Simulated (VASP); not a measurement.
# CuO (C2/c) in VASP: notebook

The runs below take CuO through single point, with PBE+U.

All numbers are computed with VASP 6.6.1; they aren't measurements. Logs are shortened: lines on timing, memory, paths and dates and some standing lists are left out, and cuts for length are marked.

## (1) The cell of the first run

It takes space group C2/c (No. 15, monoclinic). Conventional cell: a = 4.653 Å, b = 3.410 Å, c = 5.108 Å, α = 90.00°, β = 99.48°, γ = 90.00°. Cu (site symmetry -1) has 4 O at 1.95 Å within 2.6 Å. O (site symmetry 2) has 6 Cu at 1.95 to 2.77 Å and 6 O at 2.62 to 2.88 Å within 2.9 Å.

## (2) Single point, PBE+U, collinear spin

The input, INCAR:

```
PREC = Accurate
ENCUT = 600
EDIFF = 1E-6
ISMEAR = -1
SIGMA = 0.1
LREAL = False
LASPH = True
NELM = 200
ALGO = Normal
ISIF = 2
LWAVE = False
LCHARG = False
ISPIN = 2
MAGMOM = 1 1 0 0
LORBIT = 11
LMAXMIX = 4
LDAU = True
LDAUTYPE = 2
LDAUL = 2 -1
LDAUU = 4 0
LDAUJ = 0 0
LDAUPRINT = 1
GGA = PE
NBANDS = 29
GGA_COMPAT = False
```

The input, KPOINTS:

```
Automatic mesh
0
Gamma
  8 8 5
```

The input, POSCAR:

```
CuO
1.0
    2.3265000000     -1.7050000000      0.0000000000
    2.3265000000      1.7050000000      0.0000000000
   -0.8413000000      0.0000000000      5.0382400000
Cu O
2 2
Direct
    0.0000000000      0.5000000000      0.0000000000
    0.5000000000      0.0000000000      0.5000000000
    0.5840000000      0.4160000000      0.2500000000
    0.4160000000      0.5840000000      0.7500000000
```

Potentials or basis: VASP PAW PBE potentials, release 64 (Cu, O).

The run is started by

```sh
> cat potpaw_PBE.64/Cu/POTCAR potpaw_PBE.64/O/POTCAR > POTCAR
> mpirun -np 1 vasp_std > vasp.out
```

OUTCAR:

```text
PREC = Accurate
   ENCUT = 600
   EDIFF = 1E-6
   ISMEAR = -1
   LREAL = False
   LASPH = True
   NELM = 200
   ISIF = 2
   ISPIN = 2
   LORBIT = 11
   GGA = PE

 ion  position               nearest neighbor table
   1  0.000  0.500  0.000-   3 1.95   4 1.95   4 1.95   3 1.95
   2  0.500  0.000  0.500-   4 1.95   3 1.95   4 1.95   3 1.95
   3  0.584  0.416  0.250-   2 1.95   1 1.95   2 1.95   1 1.95
   4  0.416  0.584  0.750-   1 1.95   2 1.95   2 1.95   1 1.95

  LATTYP: Found a base centered monoclinic cell.
 ALAT       =     4.6530000000
 B/A-ratio  =     0.7328605201
 C/A-ratio  =     1.0977860375
 COS(beta)  =    -0.1647024781

  Lattice vectors:

 A1 = (   2.3265000000,  -1.7050000000,   0.0000000000)
 A2 = (   2.3265000000,   1.7050000000,   0.0000000000)
 A3 = (  -0.8413000000,   0.0000000000,   5.0382400000)

Analysis of symmetry for initial positions (statically):
=====================================================================
 Subroutine PRICEL returns:
 Original cell was already a primitive cell.

 Routine SETGRP: Setting up the symmetry group for a
 base centered monoclinic supercell.

 Subroutine GETGRP returns: Found  4 space group operations
 (whereof  2 operations were pure point group operations)
 out of a pool of  4 trial point group operations.

The static configuration has the point symmetry S_2 .
 The point group associated with its full space group is C_2h.

Analysis of symmetry for dynamics (positions and initial velocities):
=====================================================================
 Subroutine PRICEL returns:
 Original cell was already a primitive cell.

 Routine SETGRP: Setting up the symmetry group for a
 base centered monoclinic supercell.

 Subroutine GETGRP returns: Found  4 space group operations
 (whereof  2 operations were pure point group operations)
 out of a pool of  4 trial point group operations.

The dynamic configuration has the point symmetry S_2 .
 The point group associated with its full space group is C_2h.
[... 217 lines left out ...]
  o =  0.9656  v =  0.0000  0.0000  0.0000  0.0000  0.0000  0.0707  0.1053 -0.1700 -0.3853 -0.8981      0.0000  0.0000  0.0000  0.0000  0.0000  0.0000  0.0000  0.0000  0.0000  0.0000
  o =  0.9672  v =  0.0000  0.0000  0.0000  0.0000  0.0000  0.1568 -0.7816  0.3034  0.4161 -0.3152      0.0000  0.0000  0.0000  0.0000  0.0000  0.0000  0.0000  0.0000  0.0000  0.0000
  o =  0.9727  v =  0.0380 -0.6105  0.3443  0.5743  0.4213  0.0000  0.0000  0.0000  0.0000  0.0000      0.0000  0.0000  0.0000  0.0000  0.0000  0.0000  0.0000  0.0000  0.0000  0.0000
  o =  0.9739  v = -0.1374  0.4979 -0.0542 -0.0548  0.8528  0.0000  0.0000  0.0000  0.0000  0.0000      0.0000  0.0000  0.0000  0.0000  0.0000  0.0000  0.0000  0.0000  0.0000  0.0000
  o =  0.9757  v =  0.0000  0.0000  0.0000  0.0000  0.0000 -0.4856  0.2081  0.8317 -0.1225 -0.1188      0.0000  0.0000  0.0000  0.0000  0.0000  0.0000  0.0000  0.0000  0.0000  0.0000
  o =  0.9793  v = -0.4779  0.1981  0.8299 -0.1459 -0.1493  0.0000  0.0000  0.0000  0.0000  0.0000      0.0000  0.0000  0.0000  0.0000  0.0000  0.0000  0.0000  0.0000  0.0000  0.0000
  o =  1.0263  v =  0.0908  0.5618  0.0079  0.7791 -0.2627  0.0000  0.0000  0.0000  0.0000  0.0000      0.0000  0.0000  0.0000  0.0000  0.0000  0.0000  0.0000  0.0000  0.0000  0.0000

 number of electron      33.9999972 magnetization       1.9548842

 Free energy of the ion-electron system (eV)
  ---------------------------------------------------
  ext. energy  EPLUGINS =         0.00000000
  ---------------------------------------------------
  free energy    TOTEN  =       -17.10474262 eV

  energy without entropy =      -17.09053146  energy(sigma->0) =      -17.09763704

 E-fermi :   5.5891     XC(G=0): -11.9466

 val. band max:        5.5526026413   @ k =   0.5000   0.3750   0.0000
 cond. band min:       5.6361813623   @ k =  -0.3750   0.3750   0.0000
 fundamental gap:      0.0835787210
 Fermi energy:         5.5890813132

 spin component 1

 k-point     1 :       0.0000    0.0000    0.0000
  band No.  band energies     occupation
      1     -14.1495      1.00000
      2     -12.7631      1.00000
      3      -2.7851      1.00000
      4      -1.5764      1.00000
      5      -1.1733      1.00000
      6       0.5316      1.00000
[... 1529 lines left out ...]
     28      25.8376      0.00000
     29      27.3614      0.00000

 [... further k-points ...]

------------------------ aborting loop because EDIFF is reached ----------------------------------------

  FORCE on cell =-STRESS in cart. coord.  units (eV):
  Direction    XX          YY          ZZ          XY          YZ          ZX
  --------------------------------------------------------------------------------------
  -------------------------------------------------------------------------------------
  Total        1.6992369      1.7353681      1.8482229      0.0000000      0.0000000     -0.0751462
  in kB       68.1127217     69.5610146     74.0847200      0.0000000      0.0000000     -3.0121838
  external PRESSURE =      70.5861521 kB  Pullay stress =       0.0000000 kB

 VOLUME and BASIS-vectors are now :
 -----------------------------------------------------------------------------
  energy-cutoff  :      600.00
  volume of cell :       39.97
      direct lattice vectors                 reciprocal lattice vectors
     2.326500000 -1.705000000  0.000000000     0.214915109 -0.293255132  0.035887151
     2.326500000  1.705000000  0.000000000     0.214915109  0.293255132  0.035887151
    -0.841300000  0.000000000  5.038240000     0.000000000  0.000000000  0.198482010

 POSITION                                       TOTAL-FORCE (eV/Angst)
 -----------------------------------------------------------------------------------
      1.16325      0.85250      0.00000        -0.000000     -0.000000     -0.000000
      0.74260     -0.85250      2.51912        -0.000000      0.000000     -0.000000
      2.11617     -0.28644      1.25956         0.000000      0.069064     -0.000000
      1.69552      0.28644      3.77868        -0.000000     -0.069064      0.000000
 -----------------------------------------------------------------------------------
    total drift:                               -0.000000     -0.000000     -0.000000

  FREE ENERGIE OF THE ION-ELECTRON SYSTEM (eV)
  ---------------------------------------------------
  free  energy   TOTEN  =       -17.1047426242 eV

  energy  without entropy=      -17.0905314602  energy(sigma->0) =      -17.09763704

 total charge

# of ion       s       p       d       tot
------------------------------------------
    1        0.381   0.399   9.152   9.933
    2        0.381   0.399   9.152   9.933
    3        1.555   3.447   0.000   5.002
    4        1.555   3.447   0.000   5.002
--------------------------------------------------
tot          3.872   7.693  18.305  29.869

 magnetization (x)

# of ion       s       p       d       tot
------------------------------------------
    1       -0.003   0.003   0.650   0.650
    2       -0.003   0.003   0.650   0.650
    3        0.019   0.270   0.000   0.289
    4        0.019   0.270   0.000   0.289
--------------------------------------------------
tot          0.032   0.546   1.299   1.878
```

stdout:

```text
POSCAR found type information on POSCAR CuO
 POSCAR found :  2 types and       4 ions
 scaLAPACK will be used
 LDA part: xc-table for (Slater+PW92), standard interpolation
 POSCAR, INCAR and KPOINTS ok, starting setup
 FFT: planning ... GRIDC
 FFT: planning ... GRID_SOFT
 FFT: planning ... GRID
 WAVECAR not read
 entering main loop
```

It took 2.7 min on 1 thread of Oxide Virtual Turin-like, shared host; peak memory 0.27 GiB.

What came out:

```
Free energy                                           : -17.1047 eV
Pressure                                              : 7.1 GPa
Largest force                                         : 0.069 eV/Å
Net moment                                            : 1.95 μB per cell
Site moments                                          : Cu +0.65; O +0.29 μB
Valence electrons inside the program's atomic spheres : Cu 9.93; O 5.00
```

Forces on the atoms (eV/Å):
```
Cu   0.000  0.000  0.000
Cu   0.000  0.000  0.000
O    0.000  0.069  0.000
O    0.000 -0.069  0.000
```

Stress tensor (GPa, compression positive):
```
 6.81  0.00 -0.30
 0.00  6.96  0.00
-0.30  0.00  7.41
```

Eigenvalues of the final occupation matrices:
| site | spin | trace | eigenvalues |
| --- | --- | --- | --- |
| site 1 d | 1 | 4.91 | 0.96 0.97 0.97 0.98 1.03 |
| site 1 d | 2 | 4.26 | 0.40 0.95 0.97 0.97 0.98 |
| site 2 d | 1 | 4.91 | 0.96 0.97 0.97 0.98 1.03 |
| site 2 d | 2 | 4.26 | 0.40 0.95 0.97 0.97 0.98 |

Caveat: the cell stands under pressure.

## (3) Single point, PBE+U, collinear spin, ferromagnetic start

The input, INCAR:

```
PREC = Accurate
ENCUT = 600
EDIFF = 1E-6
ISMEAR = -1
SIGMA = 0.1
LREAL = F
LASPH = T
NELM = 200
ALGO = Normal
ISIF = 2
LWAVE = F
LCHARG = F
ISPIN = 2
MAGMOM = 0.63 0.63 0.32 0.32
LORBIT = 11
LMAXMIX = 4
LDAU = T
LDAUTYPE = 2
LDAUL = 2 -1
LDAUU = 4 0
LDAUJ = 0 0
LDAUPRINT = 1
GGA = PE
NBANDS = 29
GGA_COMPAT = F
```

KPOINTS is that of step 2.

POSCAR is that of step 2.

Potentials or basis: VASP PAW PBE potentials, release 64 (Cu, O).

The run is started by

```sh
> cat potpaw_PBE.64/Cu/POTCAR potpaw_PBE.64/O/POTCAR > POTCAR
> mpirun -np 1 vasp_std > vasp.out
```

It took 3 min on 1 thread of Oxide Virtual Turin-like, shared host; peak memory 0.28 GiB.

The run converged. Its results:

```yaml
Free_energy: -17.1047 eV
Pressure: 7.1 GPa
Largest_force: 0.069 eV/Å
Net_moment: 1.96 μB per cell
Site_moments: Cu +0.65; O +0.29 μB
Valence_electrons_inside_the_program's_atomic_spheres: Cu 9.93; O 5.00
```

Forces on the atoms (eV/Å):
```
Cu   0.000  0.000  0.000
Cu   0.000  0.000  0.000
O    0.000  0.069  0.000
O    0.000 -0.069  0.000
```

Stress tensor (GPa, compression positive):
```
 6.85  0.00 -0.30
 0.00  6.99  0.00
-0.30  0.00  7.44
```

Levels at points of the mesh, in eV from the Fermi level:
Spin up:
```tsv
k point	band 14	band 15	band 16	band 17	band 18	band 19	band 20	band 21	band 22	band 23
(0.00, 0.00, 0.00)	-2.81	-2.78	-2.40	-0.61	-0.04	1.75	6.40	8.35	13.73	15.67
(0.50, 0.00, 0.00)	-2.97	-2.69	-2.06	-1.04	-0.71	5.17	6.71	7.22	11.42	11.60
(0.50, 0.50, 0.00)	-3.85	-3.63	-2.65	-1.60	0.08	3.69	7.29	8.89	10.43	11.17
```
Spin down:
```csv
k point,band 13,band 14,band 15,band 16,band 17,band 18,band 19,band 20
"(0.00, 0.00, 0.00)",-2.73,-2.33,-2.26,-1.83,1.29,2.03,2.15,6.50
"(0.50, 0.00, 0.00)",-3.22,-2.45,-2.14,-1.52,1.29,1.53,5.29,6.89
"(0.50, 0.50, 0.00)",-3.32,-3.19,-2.12,-1.30,0.14,2.36,3.70,7.45
```

Eigenvalues of the final occupation matrices:
| site | spin | trace | eigenvalues |
| --- | --- | --- | --- |
| site 1 d | 1 | 4.91 | 0.96 0.97 0.97 0.98 1.03 |
| site 1 d | 2 | 4.26 | 0.40 0.95 0.97 0.97 0.98 |
| site 2 d | 1 | 4.91 | 0.96 0.97 0.97 0.98 1.03 |
| site 2 d | 2 | 4.26 | 0.40 0.95 0.97 0.97 0.98 |

Caveat: the cell stands under pressure. The state reached can hang on the start; a lower one may exist.
